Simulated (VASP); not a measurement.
# NaBe3 (Pmmn) in VASP: notebook, part 2 of 2

VASP 6.6.1.

## Step 4: Single point, PBE

This run uses another cell than the first one, of 15.46 Å³/atom.

INCAR

```
SYSTEM = NaBe3
PREC = Accurate
ENCUT = 520
EDIFF = 1E-7
ISMEAR = 0
SIGMA = 0.1
LREAL = .False.
LASPH = .True.
NELM = 100
ALGO = Normal
ISIF = 2
LWAVE = .False.
LCHARG = .False.
GGA = PE
NBANDS = 23
```

KPOINTS

```
Automatic mesh
0
Gamma
  6 4 4
  0 0 0
```

POSCAR

```
NaBe3
1.0
    3.7112588310      0.0000000000      0.0000000000
    0.0000000000      6.3121525258      0.0000000000
    0.0000000000      0.0000000000      5.2800138155
Na Be
2 6
Direct
    0.0000000000      0.0000000000      0.5406915830
    0.5000000000      0.5000000000      0.4593084170
    0.0000000000      0.1702199543      0.0288002988
    0.0000000000      0.8297800457      0.0288002988
    0.5000000000      0.6702199543      0.9711997012
    0.5000000000      0.3297800457      0.9711997012
    0.5000000000      0.0000000000      0.0395488509
    0.0000000000      0.5000000000      0.9604511491
```

Run with:

```sh
cat potpaw_PBE.64/Na_pv/POTCAR potpaw_PBE.64/Be/POTCAR > POTCAR
mpirun -np 1 vasp_std > vasp.out
```

Wall time 89 s (1 thread of Intel Xeon Platinum 8375C at 2.90GHz (Ice Lake), shared host); peak memory 0.25 GiB.

The run converged. Its results:

```yaml
Free_energy: -23.0134 eV
Pressure: 0.0 GPa
Largest_force: 0.023 eV/Å
Band_gap_on_the_k_mesh: zero (bands 13 and 14 overlap by 2.34 eV)
```

Forces on the atoms (eV/Å):
```
Na   0.000  0.000 -0.009
Na   0.000  0.000  0.009
Be   0.000 -0.014 -0.014
Be   0.000  0.014 -0.014
Be   0.000 -0.014  0.014
Be   0.000  0.014  0.014
Be   0.000  0.000 -0.023
Be   0.000  0.000  0.023
```

Stress tensor (GPa, compression positive):
```
 0.09  0.00  0.00
 0.00  0.03  0.00
 0.00  0.00 -0.06
```

Levels at points of the mesh, in eV from the Fermi level:
| k point | band 9 | band 10 | band 11 | band 12 | band 13 | band 14 | band 15 | band 16 | band 17 | band 18 |
| --- | --- | --- | --- | --- | --- | --- | --- | --- | --- | --- |
| (0.00, 0.00, 0.00) | -4.50 | -2.23 | -1.33 | 0.20 | 1.08 | 1.41 | 2.24 | 2.30 | 2.53 | 2.89 |
| (0.50, 0.00, 0.00) | -2.83 | -2.83 | -2.74 | -2.74 | 0.35 | 0.35 | 2.61 | 2.61 | 3.62 | 3.62 |
| (0.00, 0.50, 0.00) | -1.66 | -1.66 | -1.08 | -1.08 | -0.43 | -0.43 | 1.39 | 1.39 | 4.13 | 4.13 |
| (0.50, 0.50, 0.00) | -4.58 | -4.58 | -1.24 | -1.24 | 1.19 | 1.19 | 1.27 | 1.27 | 3.27 | 3.27 |
| (0.00, 0.00, 0.50) | -4.36 | -3.65 | -1.31 | -0.17 | -0.05 | 2.29 | 2.30 | 2.49 | 2.64 | 4.18 |
| (0.50, 0.00, 0.50) | -2.74 | -2.74 | -2.64 | -2.64 | -0.96 | -0.96 | 2.40 | 2.40 | 2.70 | 2.70 |
| (0.00, 0.50, 0.50) | -2.82 | -2.82 | -1.20 | -1.20 | -0.40 | -0.40 | 3.96 | 3.96 | 4.63 | 4.63 |
| (0.50, 0.50, 0.50) | -4.44 | -4.44 | -1.26 | -1.26 | -0.17 | -0.17 | 0.15 | 0.15 | 4.82 | 4.82 |

## Step 5: Relaxation of cell and atoms, PBE

INCAR

```
PREC     = Accurate       # precision mode
ENCUT    = 600            # plane-wave cutoff, eV
EDIFF    = 1E-6           # SCF threshold, eV
ISMEAR   = 0              # smearing method
SIGMA    = 0.1            # smearing width, eV
LREAL    = F              # projectors in reciprocal space
LASPH    = T              # aspherical terms in the spheres
NELM     = 80             # most SCF steps
ALGO     = Fast           # electronic algorithm
ISIF     = 3              # what is computed and relaxed
LWAVE    = F              # write WAVECAR
LCHARG   = F              # write CHGCAR
GGA      = PE             # functional
IBRION   = 2              # ionic algorithm
NSW      = 90             # ionic steps
EDIFFG   = -0.04          # ionic threshold
```

KPOINTS

```
regular mesh
0
Gamma
  4 4 4
```

POSCAR

```
NaBe3
1.0
    3.9797901077      0.0000000000      0.0000000000
    0.0000000000      4.9504480530      0.0000000000
    0.0000000000      0.0000000000      4.1879865211
Na Be
2 6
Direct
    0.0000000000      0.0000000000      0.6700000000
    0.5000000000      0.5000000000      0.3300000000
    0.0000000000      0.2500000000      0.1670000000
    0.0000000000      0.7500000000      0.1670000000
    0.5000000000      0.7500000000      0.8330000000
    0.5000000000      0.2500000000      0.8330000000
    0.5000000000      0.0000000000      0.3300000000
    0.0000000000      0.5000000000      0.6700000000
```

Run with:

```sh
cat potpaw_PBE.64/Na_pv/POTCAR potpaw_PBE.64/Be/POTCAR > POTCAR
mpirun -np 1 vasp_std > vasp.out
```

Wall time 21 min (1 thread of Intel Xeon Platinum 8375C at 2.90GHz (Ice Lake), shared host); peak memory 0.22 GiB.

It converged, with:

- Free energy: -22.9803 eV
- Relaxed volume: 15.31 Å³/atom
- Relaxed cell: a = 3.718 Å, b = 6.265 Å, c = 5.257 Å, α = 90.00°, β = 90.00°, γ = 90.00°
- Space group after relaxing (to 0.1 Å): Pmmn (No. 59)
- Energy gained by relaxing: 594.7 meV/atom
- Ionic steps: 45
- Pressure after relaxing: 0.1 GPa
- Largest force after relaxing: 0.030 eV/Å
- Band gap on the k mesh: zero (bands 13 and 14 overlap by 2.16 eV)

Forces in eV/Å, atoms in the order of the input:
```
Na   0.000  0.000 -0.010
Na   0.000  0.000  0.010
Be   0.000 -0.001  0.013
Be   0.000  0.001  0.013
Be   0.000 -0.001 -0.013
Be   0.000  0.001 -0.013
Be   0.000  0.000 -0.030
Be   0.000  0.000  0.030
```

Stress tensor (GPa, compression positive):
```
-0.15  0.00  0.00
 0.00  0.41  0.00
 0.00  0.00  0.08
```

The path:
```
step  energy change (eV)  largest force (eV/Å)  pressure (GPa)  volume (Å³)
   1              0.0000                1.2807           14.30        82.51
   3             -0.8130                0.7997           -2.19       100.64
   5             -0.9513                0.7551           -1.32        99.34
   7             -1.1839                0.4638            1.15        97.66
   9             -1.8214                1.3418            1.44       103.12
  11             -1.9222                2.1016            3.22       106.49
  13             -1.9872                2.1993            3.22       107.33
  15             -2.2000                2.6914            3.49       111.06
  17             -2.6219                2.9833            3.52       117.88
  19             -3.7142                0.5286           -0.08       135.19
  21             -3.9421                1.0031           -0.08       130.56
  23             -4.5089                0.6975           -2.08       126.81
  25             -4.6376                0.4739           -1.28       122.59
  27             -4.6949                0.2892            0.66       118.32
  29             -4.7381                0.1887            0.48       120.77
  31             -4.7468                0.0926            0.13       121.73
  33             -4.7487                0.0473           -0.13       122.61
  35             -4.7497                0.0411           -0.02       122.46
  37             -4.7498                0.0600            0.24       122.01
  39             -4.7510                0.0431            0.07       122.28
  41             -4.7547                0.0639           -0.07       122.67
  43             -4.7569                0.0424            0.02       122.53
  45             -4.7574                0.0302            0.11       122.45
```

Final structure:
```xyz
8
Lattice="3.7178 0.0000 0.0000 0.0000 6.2654 0.0000 0.0000 0.0000 5.2568" Properties=species:S:1:pos:R:3 pbc="T T T"
Na    0.0000    0.0000    2.8877
Na    1.8589    3.1327    2.3691
Be    0.0000    1.0736    0.1842
Be    0.0000    5.1919    0.1842
Be    1.8589    4.2063    5.0726
Be    1.8589    2.0591    5.0726
Be    1.8589    0.0000    0.2771
Be    0.0000    3.1327    4.9797
```

Levels at points of the mesh, in eV from the Fermi level:
```
           k point  band 11  band 12  band 13  band 14  band 15  band 16
(0.00, 0.00, 0.00)    -1.20     0.16     1.14     1.62     2.39     2.45
(0.50, 0.00, 0.00)    -2.57    -2.57     0.48     0.48     2.58     2.58
(0.00, 0.50, 0.00)    -0.81    -0.81    -0.29    -0.29     1.49     1.49
(0.50, 0.50, 0.00)    -1.07    -1.07     1.31     1.31     1.44     1.44
(0.00, 0.00, 0.50)    -1.18    -0.09     0.03     2.45     2.45     2.78
(0.50, 0.00, 0.50)    -2.46    -2.46    -0.86    -0.86     2.49     2.49
(0.00, 0.50, 0.50)    -0.94    -0.94    -0.26    -0.26     3.98     3.98
(0.50, 0.50, 0.50)    -1.14    -1.14    -0.10    -0.10     0.36     0.36
```

Caveat: the k points lie up to 0.42 Å⁻¹ apart in the final cell, too coarse for converged energies and pressures of a metal; the volume moved by over 15 % at a fixed basis, so the end points are rough.

## Step 6: Relaxation of cell and atoms, PBE

This run uses another cell than the first one, of 15.38 Å³/atom.

INCAR

```
SYSTEM = NaBe3
ALGO     = Normal         ! electronic algorithm
EDIFF    = 1E-6           ! SCF threshold, eV
EDIFFG   = -0.04          ! ionic threshold
ENCUT    = 600            ! plane-wave cutoff, eV
GGA      = PE             ! functional
IBRION   = 2              ! ionic algorithm
ISIF     = 3              ! what is computed and relaxed
ISMEAR   = 0              ! smearing method
LASPH    = .TRUE.         ! aspherical terms in the spheres
LCHARG   = .FALSE.        ! write CHGCAR
LREAL    = .FALSE.        ! projectors in reciprocal space
LWAVE    = .FALSE.        ! write WAVECAR
NELM     = 60             ! most SCF steps
NSW      = 90             ! ionic steps
PREC     = Accurate       ! precision mode
SIGMA    = 0.1            ! smearing width, eV
```

KPOINTS

```
k-points
0
G
  6 4 4
  0 0 0
```

POSCAR

```
NaBe3
1.0
    3.7149640846      0.0000000000      0.0000000000
    0.0000000000      6.3074167549      0.0000000000
    0.0000000000      0.0000000000      5.2515180272
Na Be
2 6
Direct
    0.0000000000      0.0000000000      0.5426561433
    0.5000000000      0.5000000000      0.4573438567
    0.0000000000      0.1705813218      0.0303165201
    0.0000000000      0.8294186782      0.0303165201
    0.5000000000      0.6705813218      0.9696834799
    0.5000000000      0.3294186782      0.9696834799
    0.5000000000      0.0000000000      0.0442497331
    0.0000000000      0.5000000000      0.9557502669
```

Potentials or basis: VASP PAW PBE potentials, release 64 (Na_pv, Be).

Run with:

```sh
cat potpaw_PBE.64/Na_pv/POTCAR potpaw_PBE.64/Be/POTCAR > POTCAR
mpirun -np 1 vasp_std > vasp.out
```

It took 3.7 min on 1 thread of Intel Xeon Platinum 8375C at 2.90GHz (Ice Lake), shared host; peak memory 0.28 GiB.

The run converged. Its results:

| Quantity | Value |
| --- | --- |
| Free energy | -23.0122 eV |
| Relaxed volume | 15.45 Å³/atom |
| Relaxed cell | a = 3.711 Å, b = 6.306 Å, c = 5.281 Å, α = 90.00°, β = 90.00°, γ = 90.00° |
| Space group after relaxing (to 0.1 Å) | Pmmn (No. 59) |
| Energy gained by relaxing | 0.3 meV/atom |
| Ionic steps | 4 |
| Pressure after relaxing | 0.0 GPa |
| Largest force after relaxing | 0.039 eV/Å |
| Band gap on the k mesh | zero (bands 13 and 14 overlap by 2.32 eV) |

Forces in eV/Å, atoms in the order of the input:
```
Na   0.000  0.000 -0.010
Na   0.000  0.000  0.010
Be   0.000  0.000 -0.015
Be   0.000  0.000 -0.015
Be   0.000  0.000  0.015
Be   0.000  0.000  0.015
Be   0.000  0.000 -0.039
Be   0.000  0.000  0.039
```

Stress tensor (GPa, compression positive):
```
 0.07  0.00  0.00
 0.00  0.07  0.00
 0.00  0.00 -0.07
```

Step by step:
```csv
step,energy change (eV),largest force (eV/Å),pressure (GPa),volume (Å³)
1,0.0000,0.0660,0.03,123.05
2,-0.0009,0.0588,0.08,123.11
3,-0.0016,0.0472,0.16,123.19
4,-0.0023,0.0389,0.02,123.59
```

Final structure:
```
CELL_PARAMETERS angstrom
3.71116 0.00000 0.00000
0.00000 6.30630 0.00000
0.00000 0.00000 5.28086
ATOMIC_POSITIONS crystal
Na 0.00000 0.00000 0.54233
Na 0.50000 0.50000 0.45767
Be 0.00000 0.17020 0.02987
Be 0.00000 0.82980 0.02987
Be 0.50000 0.67020 0.97013
Be 0.50000 0.32980 0.97013
Be 0.50000 0.00000 0.04169
Be 0.00000 0.50000 0.95831
```

Levels at points of the mesh, in eV from the Fermi level:
| k point | band 10 | band 11 | band 12 | band 13 | band 14 | band 15 | band 16 | band 17 |
| --- | --- | --- | --- | --- | --- | --- | --- | --- |
| (0.00, 0.00, 0.00) | -2.22 | -1.32 | 0.17 | 1.08 | 1.42 | 2.26 | 2.30 | 2.58 |
| (0.50, 0.00, 0.00) | -2.82 | -2.72 | -2.72 | 0.36 | 0.36 | 2.59 | 2.59 | 3.62 |
| (0.00, 0.50, 0.00) | -1.66 | -1.05 | -1.05 | -0.42 | -0.42 | 1.39 | 1.39 | 4.13 |
| (0.50, 0.50, 0.00) | -4.57 | -1.23 | -1.23 | 1.20 | 1.20 | 1.28 | 1.28 | 3.26 |
| (0.00, 0.00, 0.50) | -3.64 | -1.30 | -0.16 | -0.05 | 2.30 | 2.31 | 2.53 | 2.66 |
| (0.50, 0.00, 0.50) | -2.73 | -2.62 | -2.62 | -0.95 | -0.95 | 2.41 | 2.41 | 2.70 |
| (0.00, 0.50, 0.50) | -2.82 | -1.18 | -1.18 | -0.39 | -0.39 | 3.95 | 3.95 | 4.64 |
| (0.50, 0.50, 0.50) | -4.43 | -1.26 | -1.26 | -0.16 | -0.16 | 0.17 | 0.17 | 4.85 |

## Step 7: Summary

| task | cell | k mesh | cutoff (eV) | gap on the mesh (eV) | pressure (GPa) | relaxed volume (Å³/atom) | largest force (eV/Å) |
| --- | --- | --- | --- | --- | --- | --- | --- |
| single point | a = 3.980, b = 4.950, c = 4.188 Å, 8 atoms, atomic positions A | 4 × 4 × 4 | 520 | none | 14.3 | - | 1.28 |
| single point | a = 3.715, b = 6.307, c = 5.252 Å, 8 atoms, atomic positions B | 4 × 4 × 4 | 520 | none | 0.1 | - | 0.02 |
| single point | a = 3.711, b = 6.312, c = 5.280 Å, 8 atoms, atomic positions C | 6 × 4 × 4 | 520 | none | 0.0 | - | 0.02 |
| relaxation of cell and atoms | relaxed from a = 3.980, b = 4.950, c = 4.188 Å, 8 atoms, atomic positions A | 4 × 4 × 4 | 600 | none | 0.1 | 15.31 | 0.03 |
| relaxation of cell and atoms | relaxed from a = 3.715, b = 6.307, c = 5.252 Å, 8 atoms, atomic positions B | 6 × 4 × 4 | 600 | none | 0.0 | 15.45 | 0.04 |

Alike in all rows: level PBE; potentials or basis VASP PAW PBE potentials, release 64 (Na_pv, Be); no spin polarisation; smearing gaussian 0.1 eV.

Caveats: some runs use coarse meshes; forces of over 1 eV/Å act on the atoms, so gaps and moduli don't describe the material at rest (at least some runs); the volume moved by over 15 % at a fixed basis, so the end points are rough (at least some runs).

Absolute energies hang on the potentials; compare differences alone.
